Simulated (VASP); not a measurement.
# CuO2 (Fd-3m) in VASP: single point with PBE

Aim: the single point of CuO2 with PBE.

Program: VASP 6.6.1. These are calculated values, not measurements. Logs are shortened: lines on timing, memory, paths and dates and some standing lists are left out, and cuts for length are marked.

### 1 The cell of the first run

The structure is cubic, space group Fd-3m (No. 227). The conventional cell has a = 8.247 Å, b = 8.247 Å, c = 8.247 Å, α = 90.00°, β = 90.00°, γ = 90.00°. Cu (site symmetry -3m) has 6 O at 1.94 Å within 2.6 Å. O (site symmetry 3m) has 3 Cu at 1.94 Å and 3 O at 2.55 Å within 2.6 Å.

### 2 Single point, PBE, collinear spin, ferromagnetic start

INCAR

```
SYSTEM = CuO2
PREC = Accurate
ENCUT = 520
EDIFF = 1E-6
ISMEAR = 0
SIGMA = 0.1
LREAL = .FALSE.
LASPH = .TRUE.
NELM = 150
ALGO = Normal
ISIF = 2
LWAVE = .FALSE.
LCHARG = .FALSE.
ISPIN = 2
MAGMOM = 1 1 1 1 0 0 0 0 0 0 0 0
LORBIT = 11
LMAXMIX = 4
GGA = PE
NBANDS = 62
```

KPOINTS

```
regular mesh
0
G
  4 4 4
  0 0 0
```

POSCAR

```
CuO2
1.0
    0.0000000000      4.1237301800      4.1237301800
    4.1237301800      0.0000000000      4.1237301800
    4.1237301800      4.1237301800      0.0000000000
Cu O
4 8
Direct
    0.1250000000      0.1250000000      0.1250000000
    0.1250000000      0.1250000000      0.6250000000
    0.1250000000      0.6250000000      0.1250000000
    0.6250000000      0.1250000000      0.1250000000
    0.9220770000      0.3593076700      0.3593076700
    0.3593076700      0.3593076700      0.3593076700
    0.3279230000      0.8906923300      0.8906923300
    0.8906923300      0.8906923300      0.3279230000
    0.8906923300      0.8906923300      0.8906923300
    0.8906923300      0.3279230000      0.8906923300
    0.3593076700      0.3593076700      0.9220770000
    0.3593076700      0.9220770000      0.3593076700
```

Potentials or basis: VASP PAW PBE potentials, release 64 (Cu, O).

Started as:

```bash
$ cat potpaw_PBE.64/Cu/POTCAR potpaw_PBE.64/O/POTCAR > POTCAR
$ mpirun -np 1 vasp_std > vasp.out
```

OUTCAR:

```text
SYSTEM = CuO2
   PREC = Accurate
   ENCUT = 520
   EDIFF = 1E-6
   ISMEAR = 0
   LREAL = .FALSE.
   LASPH = .TRUE.
   NELM = 150
   ISIF = 2
   ISPIN = 2
   LORBIT = 11
   GGA = PE

 ion  position               nearest neighbor table
   1  0.125  0.125  0.125-   5 1.94   7 1.94   8 1.94  10 1.94  11 1.94  12 1.94
   2  0.125  0.125  0.625-   5 1.94   7 1.94  10 1.94  12 1.94   6 1.94   9 1.94
   3  0.125  0.625  0.125-   5 1.94   7 1.94   8 1.94  11 1.94   9 1.94   6 1.94
   4  0.625  0.125  0.125-   8 1.94  10 1.94  11 1.94  12 1.94   9 1.94   6 1.94
   5  0.922  0.359  0.359-   2 1.94   3 1.94   1 1.94
   6  0.359  0.359  0.359-   2 1.94   3 1.94   4 1.94
   7  0.328  0.891  0.891-   2 1.94   3 1.94   1 1.94
   8  0.891  0.891  0.328-   3 1.94   4 1.94   1 1.94
   9  0.891  0.891  0.891-   2 1.94   3 1.94   4 1.94
  10  0.891  0.328  0.891-   2 1.94   4 1.94   1 1.94
  11  0.359  0.359  0.922-   3 1.94   4 1.94   1 1.94
  12  0.359  0.922  0.359-   2 1.94   4 1.94   1 1.94

  LATTYP: Found a face centered cubic cell.
 ALAT       =     8.2474603600

  Lattice vectors:

 A1 = (   0.0000000000,   4.1237301800,   4.1237301800)
 A2 = (   4.1237301800,   0.0000000000,   4.1237301800)
 A3 = (   4.1237301800,   4.1237301800,   0.0000000000)

Analysis of symmetry for initial positions (statically):
=====================================================================
 Subroutine PRICEL returns:
 Original cell was already a primitive cell.

 Routine SETGRP: Setting up the symmetry group for a
 face centered cubic supercell.

 Subroutine GETGRP returns: Found 48 space group operations
 (whereof 24 operations were pure point group operations)
 out of a pool of 48 trial point group operations.

The static configuration has the point symmetry T_d .
 The point group associated with its full space group is O_h .

Analysis of symmetry for dynamics (positions and initial velocities):
=====================================================================
 Subroutine PRICEL returns:
 Original cell was already a primitive cell.

 Routine SETGRP: Setting up the symmetry group for a
 face centered cubic supercell.

 Subroutine GETGRP returns: Found 48 space group operations
 (whereof 24 operations were pure point group operations)
 out of a pool of 48 trial point group operations.

The dynamic configuration has the point symmetry T_d .
 The point group associated with its full space group is O_h .
[... 170 lines left out ...]
 fundamental gap:      0.0100895854
 Fermi energy:         1.5709042025

 spin component 1

 k-point     1 :       0.0000    0.0000    0.0000
  band No.  band energies     occupation
      1     -17.8162      1.00000
      2     -16.6363      1.00000
      3     -16.0544      1.00000
      4     -16.0544      1.00000
      5     -16.0544      1.00000
      6     -15.9908      1.00000
[... 477 lines left out ...]
     57      13.5805      0.00000
     58      13.5805      0.00000
 Fermi energy:         1.5709042025

 spin component 2

 k-point     1 :       0.0000    0.0000    0.0000
  band No.  band energies     occupation
      1     -17.3565      1.00000
      2     -16.1164      1.00000
      3     -15.5273      1.00000
      4     -15.5273      1.00000
      5     -15.5273      1.00000
      6     -15.4692      1.00000
[... 477 lines left out ...]
     57      13.7928      0.00000
     58      13.7928      0.00000
 [bands above 58 left out]

------------------------ aborting loop because EDIFF is reached ----------------------------------------

  FORCE on cell =-STRESS in cart. coord.  units (eV):
  Direction    XX          YY          ZZ          XY          YZ          ZX
  --------------------------------------------------------------------------------------
  -------------------------------------------------------------------------------------
  Total        0.8963173      0.8963173      0.8963173      0.0000000      0.0000000      0.0000000
  in kB       10.2393328     10.2393328     10.2393328      0.0000000      0.0000000      0.0000000
  external PRESSURE =      10.2393328 kB  Pullay stress =       0.0000000 kB

 VOLUME and BASIS-vectors are now :
 -----------------------------------------------------------------------------
  energy-cutoff  :      520.00
  volume of cell :      140.25
      direct lattice vectors                 reciprocal lattice vectors
     0.000000000  4.123730180  4.123730180    -0.121249446  0.121249446  0.121249446
     4.123730180  0.000000000  4.123730180     0.121249446 -0.121249446  0.121249446
     4.123730180  4.123730180  0.000000000     0.121249446  0.121249446 -0.121249446

 POSITION                                       TOTAL-FORCE (eV/Angst)
 -----------------------------------------------------------------------------------
      1.03093      1.03093      1.03093         0.000000      0.000000     -0.000000
      3.09280      3.09280      1.03093         0.000000      0.000000     -0.000000
      3.09280      1.03093      3.09280         0.000000      0.000000     -0.000000
      1.03093      3.09280      3.09280         0.000000      0.000000     -0.000000
      2.96338      5.28408      5.28408         0.020260     -0.020260     -0.020260
      2.96338      2.96338      2.96338         0.020260      0.020260      0.020260
      7.34595      5.02524      5.02524        -0.020260      0.020260      0.020260
      5.02524      5.02524      7.34595         0.020260      0.020260     -0.020260
      7.34595      7.34595      7.34595        -0.020260     -0.020260     -0.020260
      5.02524      7.34595      5.02524         0.020260     -0.020260      0.020260
      5.28408      5.28408      2.96338        -0.020260     -0.020260      0.020260
      5.28408      2.96338      5.28408        -0.020260      0.020260     -0.020260
 -----------------------------------------------------------------------------------
    total drift:                                0.000000      0.000000      0.000000

  FREE ENERGIE OF THE ION-ELECTRON SYSTEM (eV)
  ---------------------------------------------------
  free  energy   TOTEN  =       -55.0390011865 eV

  energy  without entropy=      -54.9921994759  energy(sigma->0) =      -55.01560033

 total charge

# of ion       s       p       d       tot
------------------------------------------
    1        0.426   0.577   8.925   9.928
    2        0.426   0.577   8.925   9.928
    3        0.426   0.577   8.925   9.928
    4        0.426   0.577   8.925   9.928
    5        1.599   3.265   0.000   4.863
    6        1.599   3.265   0.000   4.863
    7        1.599   3.265   0.000   4.863
    8        1.599   3.265   0.000   4.863
    9        1.599   3.265   0.000   4.863
   10        1.599   3.265   0.000   4.863
   11        1.599   3.265   0.000   4.863
   12        1.599   3.265   0.000   4.863
--------------------------------------------------
tot         14.492  28.427  35.699  78.618

 magnetization (x)

# of ion       s       p       d       tot
------------------------------------------
    1       -0.009  -0.012   0.326   0.305
    2       -0.009  -0.012   0.326   0.305
    3       -0.009  -0.012   0.326   0.305
    4       -0.009  -0.012   0.326   0.305
    5        0.006   0.268   0.000   0.274
    6        0.006   0.268   0.000   0.274
    7        0.006   0.268   0.000   0.274
    8        0.006   0.268   0.000   0.274
    9        0.006   0.268   0.000   0.274
   10        0.006   0.268   0.000   0.274
   11        0.006   0.268   0.000   0.274
   12        0.006   0.268   0.000   0.274
--------------------------------------------------
tot          0.011   2.101   1.303   3.415
```

stdout:

```text
POSCAR found type information on POSCAR CuO
 POSCAR found :  2 types and      12 ions
 scaLAPACK will be used
 LDA part: xc-table for (Slater+PW92), standard interpolation
 POSCAR, INCAR and KPOINTS ok, starting setup
 FFT: planning ... GRIDC
 FFT: planning ... GRID_SOFT
 FFT: planning ... GRID
 WAVECAR not read
 entering main loop
```

Run time: 3.7 min. Hardware: 1 thread of AMD EPYC 7R43 (Zen 3), shared host; peak memory 0.4 GiB.

What came out:

```
Free energy                                           : -55.0390 eV
Pressure                                              : 1.0 GPa
Largest force                                         : 0.035 eV/Å
Net moment                                            : 3.86 μB per cell
Site moments                                          : Cu +0.30; O +0.27 μB
Valence electrons inside the program's atomic spheres : Cu 9.93; O 4.86
```

Forces in eV/Å, atoms in the order of the input:
```
Cu   0.000  0.000  0.000
Cu   0.000  0.000  0.000
Cu   0.000  0.000  0.000
Cu   0.000  0.000  0.000
O    0.020 -0.020 -0.020
O    0.020  0.020  0.020
O   -0.020  0.020  0.020
O    0.020  0.020 -0.020
O   -0.020 -0.020 -0.020
O    0.020 -0.020  0.020
O   -0.020 -0.020  0.020
O   -0.020  0.020 -0.020
```

Caveat: semilocal functionals often make such compounds metallic where correlation or magnetic order opens a gap, which also shifts bond lengths. With open d or f shells a metallic result of PBE can be an artefact of self-interaction; +U or a hybrid may open a gap.
